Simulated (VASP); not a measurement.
# ZrOF2 (P-4m2) in VASP: further runs

ZrOF2 is run at these levels: PBE; tasks: single point, relaxation of cell and atoms.

All numbers are computed with VASP 6.6.1; they aren't measurements. Logs are shortened: lines on timing, memory, paths and dates and some standing lists are left out, and cuts for length are marked.

**1. The cell of the first run**

It takes space group P-4m2 (No. 115, tetragonal). The conventional cell has a = 3.045 Å, b = 3.045 Å, c = 4.289 Å, α = 90.00°, β = 90.00°, γ = 90.00°. Zr (site symmetry -4m2) has 4 F at 1.83 Å within 2.4 Å. O (site symmetry -4m2) has 4 F at 1.89 Å within 2.5 Å. Within 2.4 Å of F (site symmetry 2mm) lie 2 Zr at 1.83 Å and 2 O at 1.89 Å.

**2. Single point, PBE**

INCAR

```
SYSTEM = ZrOF2
PREC = Accurate ; ENCUT = 520
EDIFF = 1E-7 ; ISMEAR = 0
SIGMA = 0.1 ; LREAL = .False.
LASPH = .True. ; NELM = 80
ALGO = Normal ; ISIF = 2
LWAVE = .False. ; LCHARG = .False.
GGA = PE ; NBANDS = 24
```

KPOINTS

```
Automatic mesh
0
Gamma
  6 6 4
  0 0 0
```

POSCAR

```
ZrOF2
1.0
    3.0454084400      0.0000000000      0.0000000000
    0.0000000000      3.0454084400      0.0000000000
    0.0000000000      0.0000000000      4.2893733000
Zr O F
1 1 2
Direct
    0.5000000000      0.5000000000      0.5000000000
    0.0000000000      0.0000000000      0.0000000000
    0.5000000000      0.0000000000      0.7382648000
    0.0000000000      0.5000000000      0.2617352000
```

Potentials or basis: VASP PAW PBE potentials, release 64 (Zr_sv, O, F).

Started as:

```console
cat potpaw_PBE.64/Zr_sv/POTCAR potpaw_PBE.64/O/POTCAR potpaw_PBE.64/F/POTCAR > POTCAR
mpirun -np 1 vasp_std > vasp.out
```

OUTCAR:

```text
SYSTEM = ZrOF2
   PREC = Accurate
   ENCUT = 520
   EDIFF = 1E-7
   ISMEAR = 0
   LREAL = .False.
   LASPH = .True.
   NELM = 80
   ISIF = 2
   GGA = PE

 ion  position               nearest neighbor table
   1  0.500  0.500  0.500-   3 1.83   4 1.83   3 1.83   4 1.83
   2  0.000  0.000  0.000-   3 1.89   4 1.89   4 1.89   3 1.89
   3  0.500  0.000  0.738-   1 1.83   1 1.83   2 1.89   2 1.89
   4  0.000  0.500  0.262-   1 1.83   1 1.83   2 1.89   2 1.89

  LATTYP: Found a simple tetragonal cell.
 ALAT       =     3.0454084400
 C/A-ratio  =     1.4084722573

  Lattice vectors:

 A1 = (   3.0454084400,   0.0000000000,   0.0000000000)
 A2 = (   0.0000000000,   3.0454084400,   0.0000000000)
 A3 = (   0.0000000000,   0.0000000000,   4.2893733000)

Analysis of symmetry for initial positions (statically):
=====================================================================
 Subroutine PRICEL returns:
 Original cell was already a primitive cell.

 Routine SETGRP: Setting up the symmetry group for a
 simple tetragonal supercell.

 Subroutine GETGRP returns: Found  8 space group operations
 (whereof  8 operations were pure point group operations)
 out of a pool of 16 trial point group operations.

The static configuration has the point symmetry D_2d.

Analysis of symmetry for dynamics (positions and initial velocities):
=====================================================================
 Subroutine PRICEL returns:
 Original cell was already a primitive cell.

 Routine SETGRP: Setting up the symmetry group for a
 simple tetragonal supercell.

 Subroutine GETGRP returns: Found  8 space group operations
 (whereof  8 operations were pure point group operations)
 out of a pool of 16 trial point group operations.

The dynamic configuration has the point symmetry D_2d.

 Subroutine INISYM returns: Found  8 space group operations
 (whereof  8 operations are pure point group operations),
 and found     1 'primitive' translations

----------------------------------------------------------------------------------------

                                     Primitive cell

  volume of cell :      39.7818

  direct lattice vectors                    reciprocal lattice vectors
     3.045408440  0.000000000  0.000000000     0.328363180  0.000000000  0.000000000
     0.000000000  3.045408440  0.000000000     0.000000000  0.328363180  0.000000000
     0.000000000  0.000000000  4.289373300     0.000000000  0.000000000  0.233134290

  length of vectors
     3.045408440  3.045408440  4.289373300     0.328363180  0.328363180  0.233134290

  position of ions in fractional coordinates (direct lattice)
     0.500000000  0.500000000  0.500000000
     0.000000000  0.000000000  0.000000000
     0.500000000  0.000000000  0.738264800
     0.000000000  0.500000000  0.261735200

  ion indices of the primitive-cell ions
   primitive index   ion index
                 1           1
                 2           2
                 3           3
                 4           4

----------------------------------------------------------------------------------------

 KPOINTS: Automatic mesh

Automatic generation of k-mesh.
 Grid dimensions read from file:
 generate k-points for:    6    6    4

 Generating k-lattice:

  Cartesian coordinates                     Fractional coordinates (reciprocal lattice)
     0.054727197  0.000000000  0.000000000     0.166666667  0.000000000  0.000000000
     0.000000000  0.054727197  0.000000000     0.000000000  0.166666667  0.000000000
     0.000000000  0.000000000  0.058283573     0.000000000  0.000000000  0.250000000

  Length of vectors
     0.054727197  0.054727197  0.058283573

  Shift w.r.t. Gamma in fractional coordinates (k-lattice)
     0.000000000  0.000000000  0.000000000

 Subroutine IBZKPT returns following result:
 ===========================================

 Found     30 irreducible k-points:

 Following reciprocal coordinates:
            Coordinates               Weight
  0.000000  0.000000  0.000000      1.000000
  0.166667  0.000000  0.000000      4.000000
  0.333333  0.000000  0.000000      4.000000
  0.500000  0.000000  0.000000      2.000000
  0.166667  0.166667  0.000000      4.000000
  0.333333  0.166667  0.000000      8.000000
[... 16 lines left out ...]
  0.333333  0.000000  0.500000      4.000000
  0.500000  0.000000  0.500000      2.000000
 [... further k-points ...]
   k-points           NKPTS =     30   k-points in BZ     NKDIM =     30   number of bands    NBANDS=     24
   number of dos      NEDOS =    301   number of ions     NIONS =      4
   total plane-waves  NPLWV =  18432
   dimension x,y,z NGX =    24 NGY =   24 NGZ =   32
   dimension x,y,z NGXF=    48 NGYF=   48 NGZF=   64
   ions per type =               1   1   2
   NGX,Y,Z   is equivalent  to a cutoff of  13.10, 13.10, 12.40 a.u.
   NGXF,Y,Z  is equivalent  to a cutoff of  26.20, 26.20, 24.80 a.u.
 SYSTEM =  ZrOF2
   PREC   = accura    normal or accurate (medium, high low for compatibility)
   ISTART =      0    job   : 0-new  1-cont  2-samecut
   ICHARG =      2    charge: 1-file 2-atom 10-const
   ISPIN  =      1    spin polarized calculation?
   LNONCOLLINEAR =      F non collinear calculations
   LSORBIT =      F    spin-orbit coupling
   LASPH  =      T    aspherical Exc in radial PAW
   ENCUT  =  520.0 eV  38.22 Ry    6.18 a.u.   5.66  5.66  7.98*2*pi/ulx,y,z
   NELM   =     80;   NELMIN=  2; NELMDL= -5     # of ELM steps
   EDIFF  = 0.1E-06   stopping-criterion for ELM
   LREAL  =      F    real-space projection
   EDIFFG = 0.1E-05   stopping-criterion for IOM
   NSW    =      0    number of steps for IOM
   IBRION =     -1    ionic relax: 0-MD 1-quasi-New 2-CG
   NFREE  =      0    steps in history (QN), initial steepest desc. (CG)
   ISIF   =      2    stress and relaxation
   ISYM   =      2    0-nonsym 1-usesym 2-fastsym
   POTIM  = 0.5000    time-step for ionic-motion
   TEBEG  =    0.0;   TEEND  =   0.0 temperature during run
   PSTRESS=    0.0 pullay stress
   NELECT =      32.0000    total number of electrons
   NUPDOWN=      -1.0000    fix difference up-down
   EMIN   =  10.00;   EMAX   =-10.00  energy-range for DOS
   EFERMI =   0.00;   METHOD = LEGACY
   ISMEAR =     0;   SIGMA  =   0.10  broadening in eV -4-tet -1-fermi 0-gaus
   EFERMI_NEDOS =   21; number of points for ismear=-14 and -15
   IALGO  =     38    algorithm
   IMIX   =      4    mixing-type and parameters
     AMIX     =   0.40;   BMIX     =  1.00
     AMIX_MAG =   1.60;   BMIX_MAG =  1.00
  volume/ion in A,a.u.               =       9.95        67.12
  Fermi-wavevector in a.u.,A,eV,Ry     =   1.522521  2.877147 31.539243  2.318069
  Thomas-Fermi vector in A             =   2.631089
   LORBIT       =      0    0 simple, 1 ext, 2 COOP (PROOUT), +10 PAW based schemes
   GGA     = PE    functional components
   LHFCALC =     F    Hartree Fock is set to
   AEXX    =    0.0000 exact exchange contribution
   IVDW    =     0    specifies the selected vdW correction
   LEPSILON=     F    determine dielectric tensor
   LRPA    =     F    only Hartree local field effects (RPA)
 non-spin polarized calculation
 Gauss-broadening in eV      SIGMA  =   0.10
  energy-cutoff  :      520.00
  volume of cell :       39.78
 maximum number of plane-waves:      1088
 NGX is ok and might be reduce to    24
   NGX = 11   NGY = 11   NGZ = 15

 number of electron      32.0000019 magnetization

 Free energy of the ion-electron system (eV)
  ---------------------------------------------------
  ext. energy  EPLUGINS =         0.00000000
  ---------------------------------------------------
  free energy    TOTEN  =       -16.78839529 eV

  energy without entropy =      -16.78697457  energy(sigma->0) =      -16.78768493

 E-fermi :   9.3388     XC(G=0): -11.7833

 val. band max:        9.1634457139   @ k =   0.5000   0.3333   0.0000
 cond. band min:       9.3868923641   @ k =   0.3333   0.3333   0.0000
 fundamental gap:      0.2234466502
 Fermi energy:         9.3388317971

 k-point     1 :       0.0000    0.0000    0.0000
  band No.  band energies     occupation
      1     -42.1707      2.00000
      2     -22.8382      2.00000
      3     -20.1421      2.00000
      4     -20.1421      2.00000
      5     -19.2143      2.00000
      6     -16.1520      2.00000
[... 16 lines left out ...]
     23      20.4964      0.00000
     24      21.0432      0.00000

 k-point     2 :       0.1667    0.0000    0.0000
  band No.  band energies     occupation
      1     -42.1330      2.00000
      2     -22.8810      2.00000
      3     -21.1341      2.00000
      4     -20.1178      2.00000
      5     -18.3494      2.00000
      6     -16.0644      2.00000
[... 16 lines left out ...]
     23      19.5025      0.00000
     24      21.4278      0.00000

 k-point     3 :       0.3333    0.0000    0.0000
  band No.  band energies     occupation
      1     -42.0562      2.00000
      2     -23.2069      2.00000
      3     -21.8382      2.00000
      4     -20.0687      2.00000
      5     -17.5521      2.00000
      6     -16.0478      2.00000
[... 16 lines left out ...]
     23      18.2623      0.00000
     24      22.0249      0.00000

 k-point     4 :       0.5000    0.0000    0.0000
  band No.  band energies     occupation
      1     -42.0172      2.00000
      2     -23.4852      2.00000
      3     -21.9353      2.00000
      4     -20.0440      2.00000
      5     -17.1974      2.00000
      6     -16.1586      2.00000
[... 16 lines left out ...]
     23      18.2000      0.00000
     24      21.9152      0.00000

 k-point     5 :       0.1667    0.1667    0.0000
  band No.  band energies     occupation
      1     -42.0954      2.00000
      2     -22.8988      2.00000
      3     -21.5894      2.00000
      4     -20.3642      2.00000
      5     -17.7532      2.00000
      6     -15.9919      2.00000
[... 451 lines left out ...]
 k-point    22 :       0.1667    0.0000    0.5000
  band No.  band energies     occupation
      1     -42.1316      2.00000
      2     -22.9789      2.00000
      3     -21.0888      2.00000
      4     -20.1151      2.00000
      5     -18.1480      2.00000
      6     -16.2041      2.00000
[... 16 lines left out ...]
     23      16.8937      0.00000
     24      21.2570      0.00000

 k-point    23 :       0.3333    0.0000    0.5000
  band No.  band energies     occupation
      1     -42.0550      2.00000
      2     -23.2204      2.00000
      3     -21.8588      2.00000
      4     -20.0665      2.00000
      5     -17.4335      2.00000
      6     -16.1758      2.00000
[... 16 lines left out ...]
     23      17.9491      0.00000
     24      18.9266      0.00000

 k-point    24 :       0.5000    0.0000    0.5000
  band No.  band energies     occupation
      1     -42.0161      2.00000
      2     -23.4651      2.00000
      3     -21.9813      2.00000
      4     -20.0420      2.00000
      5     -17.1377      2.00000
      6     -16.2641      2.00000
[... 16 lines left out ...]
     23      17.9033      0.00000
     24      18.7699      0.00000

 [... further k-points ...]
[... 5 lines left out ...]
  --------------------------------------------------------------------------------------
  -------------------------------------------------------------------------------------
  Total       28.9473420     28.9473420     17.0677661      0.0000000      0.0000000      0.0000000
  in kB     1165.8276107   1165.8276107    687.3886010      0.0000000      0.0000000      0.0000000
  external PRESSURE =    1006.3479408 kB  Pullay stress =       0.0000000 kB

 VOLUME and BASIS-vectors are now :
 -----------------------------------------------------------------------------
  energy-cutoff  :      520.00
  volume of cell :       39.78
      direct lattice vectors                 reciprocal lattice vectors
     3.045408440  0.000000000  0.000000000     0.328363180  0.000000000  0.000000000
     0.000000000  3.045408440  0.000000000     0.000000000  0.328363180  0.000000000
     0.000000000  0.000000000  4.289373300     0.000000000  0.000000000  0.233134290

 POSITION                                       TOTAL-FORCE (eV/Angst)
 -----------------------------------------------------------------------------------
      1.52270      1.52270      2.14469        -0.000000      0.000000      0.000000
      0.00000      0.00000      0.00000        -0.000000     -0.000000      0.000000
      1.52270      0.00000      3.16669         0.000000     -0.000000      0.355913
      0.00000      1.52270      1.12268        -0.000000     -0.000000     -0.355913
 -----------------------------------------------------------------------------------
    total drift:                                0.000000      0.000000     -0.000000

  FREE ENERGIE OF THE ION-ELECTRON SYSTEM (eV)
  ---------------------------------------------------
  free  energy   TOTEN  =       -16.7883952945 eV

  energy  without entropy=      -16.7869745727  energy(sigma->0) =      -16.78768493
```

Run time: 30 s. Hardware: 1 thread of Oxide Virtual Turin-like, shared host; peak memory 0.13 GiB.

What came out:

| Quantity | Value |
| --- | --- |
| Free energy | -16.7884 eV |
| Pressure | 100.6 GPa |
| Largest force | 0.356 eV/Å |
| Band gap on the k mesh | zero (band 16 reaches 9.51 eV, above the bottom of band 17 at 9.39 eV) |

Forces on the atoms (eV/Å):
```
Zr   0.000  0.000  0.000
O    0.000  0.000  0.000
F    0.000  0.000  0.356
F    0.000  0.000 -0.356
```

Caveat: the k points lie up to 0.37 Å⁻¹ apart.

**3. Relaxation of cell and atoms, PBE**

INCAR

```
  PREC = Accurate
  ENCUT = 600
  EDIFF = 1E-6
  ISMEAR = 0
  SIGMA = 0.1
  LREAL = F
  LASPH = T
  NELM = 80
  ALGO = Normal
  ISIF = 3
  LWAVE = F
  LCHARG = F
  GGA = PE
  IBRION = 2
  NSW = 90
  EDIFFG = -0.04
```

KPOINTS

```
Automatic mesh
0
Gamma
  6 6 4
```

POSCAR is that of step 2.

Potentials or basis: VASP PAW PBE potentials, release 64 (Zr_sv, O, F).

Started as:

```console
cat potpaw_PBE.64/Zr_sv/POTCAR potpaw_PBE.64/O/POTCAR potpaw_PBE.64/F/POTCAR > POTCAR
mpirun -np 1 vasp_std > vasp.out
```

It took 7.7 min on 1 thread of Oxide Virtual Turin-like, shared host; peak memory 0.15 GiB.

Results (log left out):

* Free energy: -23.7043 eV
* Relaxed volume: 14.46 Å³/atom
* Relaxed cell: a = 3.917 Å, b = 3.917 Å, c = 3.769 Å, α = 90.00°, β = 90.00°, γ = 90.00°
* Space group after relaxing (to 0.05 Å): P4/mmm (No. 123)
* Energy gained by relaxing: 1726.3 meV/atom
* Ionic steps: 30
* Pressure after relaxing: -0.2 GPa
* Largest force after relaxing: 0.005 eV/Å
* Band gap on the k mesh: zero (band 16 reaches 4.02 eV, above the bottom of band 17 at 3.81 eV)

Forces on the atoms (eV/Å):
```
Zr   0.000  0.000  0.000
O    0.000  0.000  0.000
F    0.000  0.000 -0.005
F    0.000  0.000  0.005
```

Stress tensor (GPa, compression positive):
```
-0.40  0.00  0.00
 0.00 -0.40  0.00
 0.00  0.00  0.23
```

The path:
```
step  energy change (eV)  largest force (eV/Å)  pressure (GPa)  volume (Å³)
   1              0.0000                0.3494          100.39        39.78
   2             -1.2395                3.1798          -31.31        87.17
   3             -4.5503                3.0989           -3.73        60.34
   4             -4.5587                3.0670           -2.28        59.58
   5             -4.5602                3.0461           -1.39        59.14
   6             -5.5248                2.4921           -4.04        60.45
   7             -6.3410                1.1453          -15.91        62.88
   8             -6.7863                0.5197           -4.93        58.12
   9             -6.8399                0.2491            1.86        55.84
  10             -6.8399                0.2648            1.45        55.98
  11             -6.8512                0.2364            1.16        56.35
  12             -6.8742                0.1593            0.37        57.44
  13             -6.8758                0.0371           -0.89        59.65
  14             -6.8822                0.0896           -0.34        58.60
  15             -6.8837                0.0735            0.09        58.46
  16             -6.8854                0.0368            1.20        58.09
  17             -6.8858                0.0359            1.18        58.09
  18             -6.8868                0.0377            1.11        58.08
  19             -6.8887                0.0402            0.98        58.07
  20             -6.8922                0.0437            0.71        58.03
  21             -6.8971                0.0527            0.08        57.97
  22             -6.8971                0.0590           -1.45        57.82
  23             -6.8990                0.0573           -0.59        57.90
  24             -6.9003                0.0475           -0.23        57.70
  25             -6.9013                0.0325            0.42        57.34
  26             -6.9021                0.0285            0.32        57.41
  27             -6.9038                0.0200           -0.02        57.61
  28             -6.9043                0.0021           -0.91        58.02
  29             -6.9046                0.0093           -0.56        57.87
  30             -6.9052                0.0053           -0.19        57.82
```

Final structure:
```
Zr O F
1.0
     3.91706    0.00000    0.00000
     0.00000    3.91706    0.00000
     0.00000    0.00000    3.76869
Zr O F
1 1 2
Direct
  0.50000 0.50000 0.50000
  0.00000 0.00000 0.00000
  0.50000 0.00000 0.50414
  0.00000 0.50000 0.49586
```

Levels at points of the mesh, in eV from the Fermi level:
```tsv
k point	band 12	band 13	band 14	band 15	band 16	band 17	band 18	band 19	band 20
(0.00, 0.00, 0.00)	-6.62	-6.58	-1.55	-0.33	-0.33	0.11	0.60	0.92	0.92
(0.50, 0.00, 0.00)	-6.73	-6.71	-2.46	-0.28	-0.06	0.51	0.99	2.35	2.61
(0.50, 0.50, 0.00)	-7.30	-5.84	-1.11	-1.11	-1.02	-0.20	2.54	2.54	3.48
(0.00, 0.00, 0.50)	-6.57	-6.57	-1.17	-1.17	-0.84	0.69	1.08	1.08	2.18
(0.50, 0.00, 0.50)	-6.93	-6.86	-0.80	-0.45	-0.31	0.23	1.83	2.27	2.37
(0.50, 0.50, 0.50)	-7.75	-5.84	-0.62	-0.62	-0.01	2.28	2.28	2.91	3.57
```

Caveat: the k points lie up to 0.42 Å⁻¹ apart in the final cell; the volume moved by over 15 % at a fixed basis, so the end points are rough.
